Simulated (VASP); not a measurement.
## Ge16H (a cell with a defect): single point with PBE

Ge16H (a cell with a defect):

```
CELL_PARAMETERS angstrom
0.00000 5.65782 5.65782
5.65782 0.00000 5.65782
5.65782 5.65782 0.00000
ATOMIC_POSITIONS crystal
Ge 0.00000 0.00000 0.00000
Ge 0.12500 0.12500 0.12500
Ge 0.00000 0.00000 0.50000
Ge 0.12500 0.12500 0.62500
Ge 0.00000 0.50000 0.00000
Ge 0.12500 0.62500 0.12500
Ge 0.00000 0.50000 0.50000
Ge 0.12500 0.62500 0.62500
Ge 0.50000 0.00000 0.00000
Ge 0.62500 0.12500 0.12500
Ge 0.50000 0.00000 0.50000
Ge 0.62500 0.12500 0.62500
Ge 0.50000 0.50000 0.00000
Ge 0.62500 0.62500 0.12500
Ge 0.50000 0.50000 0.50000
Ge 0.62500 0.62500 0.62500
H 0.25000 0.25000 0.25000
```

```json
{
  "Program": "VASP 6.6.1",
  "Task": "single point",
  "Functional": "PBE",
  "Potentials or basis": "VASP PAW PBE potentials, release 64 (Ge_d, H)",
  "Cutoff": "410 eV",
  "k mesh": "2 × 2 × 2",
  "Occupations": "fermi-dirac, width 0.05 eV",
  "Spin": "no spin polarisation"
}
```

```
Largest force : 0.437 eV/Å
```

Forces on the atoms (eV/Å):
```
Ge   0.000  0.000  0.000
Ge   0.252  0.252  0.252
Ge   0.000  0.000 -0.022
Ge  -0.252 -0.252  0.252
Ge   0.000 -0.022  0.000
Ge  -0.252  0.252 -0.252
Ge   0.022  0.000  0.000
Ge   0.002 -0.002 -0.002
Ge  -0.022  0.000  0.000
Ge   0.252 -0.252 -0.252
Ge   0.000  0.022  0.000
Ge  -0.002  0.002 -0.002
Ge   0.000  0.000  0.022
Ge  -0.002 -0.002  0.002
Ge   0.000  0.000  0.000
Ge   0.002  0.002  0.002
H    0.000  0.000  0.000
```

Levels at points of the mesh, in eV from the Fermi level:
| k point | band 109 | band 110 | band 111 | band 112 | band 113 | band 114 | band 115 | band 116 |
| --- | --- | --- | --- | --- | --- | --- | --- | --- |
| (0.00, 0.00, 0.00) | -0.55 | -0.55 | 0.84 | 0.84 | 0.84 | 0.87 | 1.08 | 1.08 |
| (0.50, 0.00, 0.00) | -0.10 | -0.04 | -0.04 | -0.03 | -0.03 | 1.56 | 1.67 | 2.32 |
| (0.50, 0.50, 0.00) | -0.66 | -0.66 | -0.64 | -0.64 | 0.33 | 1.97 | 2.43 | 2.84 |

Wall time 4 min on 1 thread of Intel Xeon 8259CL (shared host), peak memory 0.42 GiB.

Caveat: the k points lie up to 0.48 Å⁻¹ apart, too coarse for converged energies and pressures of a metal; the cell carries a net charge on a neutralising background, which shifts energy and pressure; the cell is charged against a uniform background, so pressure and absolute levels hang on convention; an odd number of electrons without spin polarisation forces a metal; a magnetic or distorted state may lie lower.
